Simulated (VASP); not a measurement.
# WS2 (P1) in VASP: single point with PBE

Aim: the single point of WS2 with PBE.

All numbers are computed with VASP 6.6.1; they aren't measurements. Logs are shortened: lines on timing, memory, paths and dates and some standing lists are left out, and cuts for length are marked.

### Step 1. The cell of the first run

The typed cell holds 3 atoms: a = 5.968 Å, b = 5.968 Å, c = 5.968 Å, α = 36.00°, β = 36.00°, γ = 36.00°.

### Step 2. Single point, PBE (atoms moved at random)

INCAR reads:

```
PREC = Accurate ; ENCUT = 520
EDIFF = 1E-7 ; ISMEAR = -1
SIGMA = 0.05 ; LREAL = F
LASPH = T ; NELM = 100
ALGO = Normal ; ISIF = 2
LWAVE = F ; LCHARG = T
GGA = PE ; LELF = T
LVHAR = T ; NBANDS = 20
```

KPOINTS reads:

```
Automatic mesh
0
Gamma
  9 9 9
```

POSCAR reads:

```
WS2
1.0
    1.8439358300      1.0645968500      5.5749124800
   -1.8439358300      1.0645968500      5.5749124800
    0.0000000000     -2.1291937000      5.5749124800
W S
1 2
Direct
   -0.0000320000     -0.0014060000     -0.0018250000
    0.2494440000      0.2430840000      0.2564510000
    0.7484490000      0.7519180000      0.7453100000
```

Potentials or basis: VASP PAW PBE potentials, release 64 (W_sv, S).

Launch:

```bash
$ cat potpaw_PBE.64/W_sv/POTCAR potpaw_PBE.64/S/POTCAR > POTCAR
$ mpirun -np 1 vasp_std > vasp.out
```

OUTCAR:

```text
PREC = Accurate
   ENCUT = 520
   EDIFF = 1E-7
   ISMEAR = -1
   LREAL = F
   LASPH = T
   NELM = 100
   ISIF = 2
   GGA = PE

 ion  position               nearest neighbor table
   1  1.000  0.999  0.998-   2 2.52   3 2.53   3 2.54   2 2.54   3 2.55   2 2.55
   2  0.249  0.243  0.256-   1 2.52   1 2.54   1 2.55
   3  0.748  0.752  0.745-   1 2.53   1 2.54   1 2.55

  LATTYP: Found a trigonal (rhomboedric) cell.
 ALAT       =     5.9676724908
 COS(alpha) =     0.8090535265

  Lattice vectors:

 A1 = (   1.8439358300,   1.0645968500,   5.5749124800)
 A2 = (  -1.8439358300,   1.0645968500,   5.5749124800)
 A3 = (   0.0000000000,  -2.1291937000,   5.5749124800)

Analysis of symmetry for initial positions (statically):
=====================================================================
 Subroutine PRICEL returns:
 Original cell was already a primitive cell.

 Routine SETGRP: Setting up the symmetry group for a
 trigonal (rhombohedral) supercell.

 Subroutine GETGRP returns: Found  1 space group operations
 (whereof  1 operations were pure point group operations)
 out of a pool of 12 trial point group operations.

The static configuration has the point symmetry C_1 .

Analysis of symmetry for dynamics (positions and initial velocities):
=====================================================================
 Subroutine PRICEL returns:
 Original cell was already a primitive cell.

 Routine SETGRP: Setting up the symmetry group for a
 trigonal (rhombohedral) supercell.

 Subroutine GETGRP returns: Found  1 space group operations
 (whereof  1 operations were pure point group operations)
 out of a pool of 12 trial point group operations.

The dynamic configuration has the point symmetry C_1 .

 Subroutine INISYM returns: Found  1 space group operations
 (whereof  1 operations are pure point group operations),
 and found     1 'primitive' translations

----------------------------------------------------------------------------------------

                                     Primitive cell

  volume of cell :      65.6629

  direct lattice vectors                    reciprocal lattice vectors
     1.843935830  1.064596850  5.574912480     0.271159111  0.156553785  0.059791671
    -1.843935830  1.064596850  5.574912480    -0.271159111  0.156553785  0.059791671
     0.000000000 -2.129193700  5.574912480     0.000000000 -0.313107571  0.059791671

  length of vectors
     5.967672491  5.967672491  5.967672492     0.318765423  0.318765423  0.318765423

  position of ions in fractional coordinates (direct lattice)
     0.999968000  0.998594000  0.998175000
     0.249444000  0.243084000  0.256451000
     0.748449000  0.751918000  0.745310000

  ion indices of the primitive-cell ions
   primitive index   ion index
                 1           1
                 2           2
                 3           3

----------------------------------------------------------------------------------------

 KPOINTS: Automatic mesh

Automatic generation of k-mesh.
 Grid dimensions read from file:
 generate k-points for:    9    9    9

 Generating k-lattice:

  Cartesian coordinates                     Fractional coordinates (reciprocal lattice)
     0.030128790  0.017394865  0.006643519     0.111111111  0.000000000  0.000000000
    -0.030128790  0.017394865  0.006643519     0.000000000  0.111111111  0.000000000
     0.000000000 -0.034789730  0.006643519     0.000000000  0.000000000  0.111111111

  Length of vectors
     0.035418380  0.035418380  0.035418380

  Shift w.r.t. Gamma in fractional coordinates (k-lattice)
     0.000000000  0.000000000  0.000000000

 Subroutine IBZKPT returns following result:
 ===========================================

 Found    365 irreducible k-points:

 Following reciprocal coordinates:
            Coordinates               Weight
  0.000000  0.000000  0.000000      1.000000
  0.111111  0.000000  0.000000      2.000000
  0.000000  0.111111  0.000000      2.000000
  0.000000  0.000000  0.111111      2.000000
  0.222222  0.000000  0.000000      2.000000
  0.000000  0.222222  0.000000      2.000000
[... 16 lines left out ...]
  0.333333  0.111111 -0.000000      2.000000
 -0.333333  0.000000 -0.111111      2.000000
 [... further k-points ...]
   k-points           NKPTS =    365   k-points in BZ     NKDIM =    365   number of bands    NBANDS=     20
   number of dos      NEDOS =    301   number of ions     NIONS =      3
   total plane-waves  NPLWV = 110592
   dimension x,y,z NGX =    48 NGY =   48 NGZ =   48
   dimension x,y,z NGXF=    96 NGYF=   96 NGZF=   96
   ions per type =               1   2
   NGX,Y,Z   is equivalent  to a cutoff of  13.37, 13.37, 13.37 a.u.
   NGXF,Y,Z  is equivalent  to a cutoff of  26.74, 26.74, 26.74 a.u.
 SYSTEM =  unknown system
   PREC   = accura    normal or accurate (medium, high low for compatibility)
   ISTART =      0    job   : 0-new  1-cont  2-samecut
   ICHARG =      2    charge: 1-file 2-atom 10-const
   ISPIN  =      1    spin polarized calculation?
   LNONCOLLINEAR =      F non collinear calculations
   LSORBIT =      F    spin-orbit coupling
   LASPH  =      T    aspherical Exc in radial PAW
   ENCUT  =  520.0 eV  38.22 Ry    6.18 a.u.  11.10 11.10 11.10*2*pi/ulx,y,z
   NELM   =    100;   NELMIN=  2; NELMDL= -5     # of ELM steps
   EDIFF  = 0.1E-06   stopping-criterion for ELM
   LREAL  =      F    real-space projection
   EDIFFG = 0.1E-05   stopping-criterion for IOM
   NSW    =      0    number of steps for IOM
   IBRION =     -1    ionic relax: 0-MD 1-quasi-New 2-CG
   NFREE  =      0    steps in history (QN), initial steepest desc. (CG)
   ISIF   =      2    stress and relaxation
   ISYM   =      2    0-nonsym 1-usesym 2-fastsym
   POTIM  = 0.5000    time-step for ionic-motion
   TEBEG  =    0.0;   TEEND  =   0.0 temperature during run
   PSTRESS=    0.0 pullay stress
   NELECT =      26.0000    total number of electrons
   NUPDOWN=      -1.0000    fix difference up-down
   EMIN   =  10.00;   EMAX   =-10.00  energy-range for DOS
   EFERMI =   0.00;   METHOD = LEGACY
   ISMEAR =    -1;   SIGMA  =   0.05  broadening in eV -4-tet -1-fermi 0-gaus
   EFERMI_NEDOS =   21; number of points for ismear=-14 and -15
   IALGO  =     38    algorithm
   IMIX   =      4    mixing-type and parameters
     AMIX     =   0.40;   BMIX     =  1.00
     AMIX_MAG =   1.60;   BMIX_MAG =  1.00
  volume/ion in A,a.u.               =      21.89       147.71
  Fermi-wavevector in a.u.,A,eV,Ry     =   1.202151  2.271737 19.662706  1.445168
  Thomas-Fermi vector in A             =   2.337941
   LORBIT       =      0    0 simple, 1 ext, 2 COOP (PROOUT), +10 PAW based schemes
   GGA     = PE    functional components
   LHFCALC =     F    Hartree Fock is set to
   AEXX    =    0.0000 exact exchange contribution
   IVDW    =     0    specifies the selected vdW correction
   LEPSILON=     F    determine dielectric tensor
   LRPA    =     F    only Hartree local field effects (RPA)
 non-spin polarized calculation
  energy-cutoff  :      520.00
  volume of cell :       65.66
 maximum number of plane-waves:      1784
 NGX is ok and might be reduce to    48
   NGX = 23   NGY = 23   NGZ = 23

 number of electron      26.0000000 magnetization

 Free energy of the ion-electron system (eV)
  ---------------------------------------------------
  ext. energy  EPLUGINS =         0.00000000
  ---------------------------------------------------
  free energy    TOTEN  =       -21.72447613 eV

  energy without entropy =      -21.71012369  energy(sigma->0) =      -21.71729991

 E-fermi :   5.1058     XC(G=0):  -9.9434

 val. band max:        5.1010017186   @ k =  -0.2222  -0.4444  -0.0000
 cond. band min:       5.1060037682   @ k =  -0.4444  -0.0000  -0.2222
 fundamental gap:      0.0050020496
 Fermi energy:         5.1057817544

 k-point     1 :       0.0000    0.0000    0.0000
  band No.  band energies     occupation
      1     -69.9934      2.00000
      2     -34.1713      2.00000
      3     -34.1588      2.00000
      4     -33.9194      2.00000
      5      -9.0996      2.00000
      6      -7.2062      2.00000
[... 12 lines left out ...]
     19       9.6715      0.00000
     20      13.0081      0.00000

 k-point     2 :       0.1111    0.0000    0.0000
  band No.  band energies     occupation
      1     -69.9932      2.00000
      2     -34.1766      2.00000
      3     -34.1628      2.00000
      4     -33.9181      2.00000
      5      -8.9679      2.00000
      6      -7.2418      2.00000
[... 12 lines left out ...]
     19      10.4383      0.00000
     20      12.6953      0.00000

 k-point     3 :       0.0000    0.1111    0.0000
  band No.  band energies     occupation
      1     -69.9932      2.00000
      2     -34.1738      2.00000
      3     -34.1655      2.00000
      4     -33.9182      2.00000
      5      -8.9691      2.00000
      6      -7.2399      2.00000
[... 12 lines left out ...]
     19      10.4298      0.00000
     20      12.6809      0.00000

 k-point     4 :       0.0000    0.0000    0.1111
  band No.  band energies     occupation
      1     -69.9932      2.00000
      2     -34.1786      2.00000
      3     -34.1608      2.00000
      4     -33.9181      2.00000
      5      -8.9666      2.00000
      6      -7.2437      2.00000
[... 12 lines left out ...]
     19      10.4482      0.00000
     20      12.7122      0.00000

 k-point     5 :       0.2222    0.0000    0.0000
  band No.  band energies     occupation
      1     -69.9927      2.00000
      2     -34.1933      2.00000
      3     -34.1697      2.00000
      4     -33.9151      2.00000
      5      -8.6116      2.00000
      6      -7.3256      2.00000
[... 12 lines left out ...]
     19      11.2860      0.00000
     20      13.0322      0.00000
[... 353 lines left out ...]
      6      -7.3331      2.00000
[... 12 lines left out ...]
     19      11.3634      0.00000
     20      12.2827      0.00000

 k-point    22 :      -0.0000   -0.1111   -0.2222
  band No.  band energies     occupation
      1     -69.9929      2.00000
      2     -34.1911      2.00000
      3     -34.1649      2.00000
      4     -33.9160      2.00000
      5      -8.7006      2.00000
      6      -7.3363      2.00000
[... 12 lines left out ...]
     19      11.3506      0.00000
     20      12.3036      0.00000

 k-point    23 :       0.3333    0.1111   -0.0000
  band No.  band energies     occupation
      1     -69.9923      2.00000
      2     -34.2081      2.00000
      3     -34.1730      2.00000
      4     -33.9127      2.00000
      5      -8.2871      2.00000
      6      -7.4134      2.00000
[... 12 lines left out ...]
     19      12.1562      0.00000
     20      13.0085      0.00000

 k-point    24 :      -0.3333    0.0000   -0.1111
  band No.  band energies     occupation
      1     -69.9923      2.00000
      2     -34.2015      2.00000
      3     -34.1793      2.00000
      4     -33.9128      2.00000
      5      -8.2932      2.00000
      6      -7.4070      2.00000
[... 12 lines left out ...]
     19      12.1490      0.00000
     20      13.0188      0.00000

 [... further k-points ...]

------------------------ aborting loop because EDIFF is reached ----------------------------------------

  FORCE on cell =-STRESS in cart. coord.  units (eV):
  Direction    XX          YY          ZZ          XY          YZ          ZX
  --------------------------------------------------------------------------------------
  -------------------------------------------------------------------------------------
  Total       -7.9203988     -7.7999208     -0.9441732      0.0305785     -0.2386370      0.1318370
  in kB     -193.2579407   -190.3182748    -23.0378513      0.7461152     -5.8227490      3.2168253
  external PRESSURE =    -135.5380223 kB  Pullay stress =       0.0000000 kB

 VOLUME and BASIS-vectors are now :
 -----------------------------------------------------------------------------
  energy-cutoff  :      520.00
  volume of cell :       65.66
      direct lattice vectors                 reciprocal lattice vectors
     1.843935830  1.064596850  5.574912480     0.271159111  0.156553785  0.059791671
    -1.843935830  1.064596850  5.574912480    -0.271159111  0.156553785  0.059791671
     0.000000000 -2.129193700  5.574912480     0.000000000 -0.313107571  0.059791671

 POSITION                                       TOTAL-FORCE (eV/Angst)
 -----------------------------------------------------------------------------------
      0.00253      0.00235     16.70655        -0.000169     -0.010269      0.041462
      0.01173     -0.02169      4.17549        -0.049983      0.096328      0.814961
     -0.00640      0.01038     12.51945         0.050152     -0.086059     -0.856423
 -----------------------------------------------------------------------------------
    total drift:                                0.000011     -0.000006      0.000142

  FREE ENERGIE OF THE ION-ELECTRON SYSTEM (eV)
  ---------------------------------------------------
  free  energy   TOTEN  =       -21.7244761320 eV

  energy  without entropy=      -21.7101236870  energy(sigma->0) =      -21.71729991
```

It took 11 min on 1 thread of AMD EPYC 9R45 (Zen 5), shared host; peak memory 0.6 GiB.

What came out:

```
Free energy            : -21.7245 eV
Pressure               : -13.6 GPa
Largest force          : 0.862 eV/Å
Band gap on the k mesh : zero (bands 13 and 14 overlap by 0.85 eV)
```

Forces on the atoms (eV/Å):
```
W    0.000 -0.010  0.041
S   -0.050  0.096  0.815
S    0.050 -0.086 -0.856
```

Levels at points of the mesh, in eV from the Fermi level:
| k point | band 9 | band 10 | band 11 | band 12 | band 13 | band 14 | band 15 | band 16 | band 17 | band 18 |
| --- | --- | --- | --- | --- | --- | --- | --- | --- | --- | --- |
| (0.00, 0.00, 0.00) | -4.46 | -1.16 | -1.14 | -0.76 | -0.72 | -0.63 | 0.48 | 3.26 | 3.32 | 4.42 |

Caveat: the cell differs from its parent crystal (atoms moved at random); the stress differs along the axes, from -19 to -2 GPa; spin-orbit coupling is left out, which moves the levels of the heavy elements.
